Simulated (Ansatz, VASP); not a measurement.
SnSe: VASP beside Ansatz

The input INCAR:

```
  PREC = Accurate
  ENCUT = 520
  EDIFF = 1E-6
  ISMEAR = 0
  SIGMA = 0.05
  LREAL = F
  LASPH = T
  NELM = 100
  ALGO = Normal
  ISIF = 2
  LWAVE = F
  LCHARG = T
  GGA = PS
  LELF = T
  LVHAR = T
  NBANDS = 50
```

Contents of KPOINTS:

```
Automatic mesh
0
Gamma
  6 6 6
```

The input POSCAR:

```
SnSe
1.0
    5.9455093302      0.0000000000      0.0000000000
    0.0000000000     -5.9455093302      0.0000000000
    0.0000000000      0.0000000000     -5.9455093302
Sn Se
4 4
Direct
    0.0000000000      0.0000000000      0.0000000000
    0.5000000000      0.5000000000      0.0000000000
    0.5000000000      0.0000000000      0.5000000000
    0.0000000000      0.5000000000      0.5000000000
    0.5000000000      0.0000000000      0.0100916501
    0.0000000000      0.5000000000      0.0000000000
    0.0000000000      0.0000000000      0.5000000000
    0.5000000000      0.5000000000      0.5000000000
```

Input for Ansatz:

```yaml
crystal:
  lattice:
    - [5.9455093302, 0.0, 0.0]
    - [0.0, -5.9455093302, 0.0]
    - [0.0, 0.0, -5.9455093302]
  atoms:
    - { symbol: Sn, position: [0.0, 0.0, 0.0] }
    - { symbol: Sn, position: [0.5, 0.5, 0.0] }
    - { symbol: Sn, position: [0.5, 0.0, 0.5] }
    - { symbol: Sn, position: [0.0, 0.5, 0.5] }
    - { symbol: Se, position: [0.5, 0.0, 0.0100916501] }
    - { symbol: Se, position: [0.0, 0.5, 0.0] }
    - { symbol: Se, position: [0.0, 0.0, 0.5] }
    - { symbol: Se, position: [0.5, 0.5, 0.5] }
basis:
  ecutwfc: 420
kpoints:
  mp_grid: { grid: [6, 6, 6] }
hamiltonian:
  xc: pbesol
scf:
  occupations: { method: gaussian, width: 0.05 }
output:
  forces: true
  stress: true
  eigenvalues: true
```

Alike in both runs: task single point; functional PBEsol; k mesh 6 × 6 × 6; occupations gaussian, width 0.05 eV; no spin polarisation.

```csv
,VASP,Ansatz
version,VASP 6.6.1,Ansatz 0.2.0
potentials or method,"VASP PAW PBE potentials, release 64 (Sn_d, Se), cutoff 520 eV","scalar-relativistic, plane waves, PAW"
valence electrons in the cell,80,120
```

```tsv
	VASP	Ansatz	Ansatz less VASP
gap on the k mesh at the Fermi level (eV)	0.28	0.28	0.000
least direct gap on the mesh (eV)	0.28	0.28	0.000
pressure (GPa)	0.1	0.1	-0.02
rms of the force components (eV/Å)	0.017	0.016	-0.0007
```

VASP's potentials were made for PBE, not for PBEsol. Atom by atom the forces differ by 0.001 eV/Å (rms over components). VASP's potentials hold 80 valence electrons a cell and Ansatz's 120, so a difference there can come from the potentials and not from the codes.
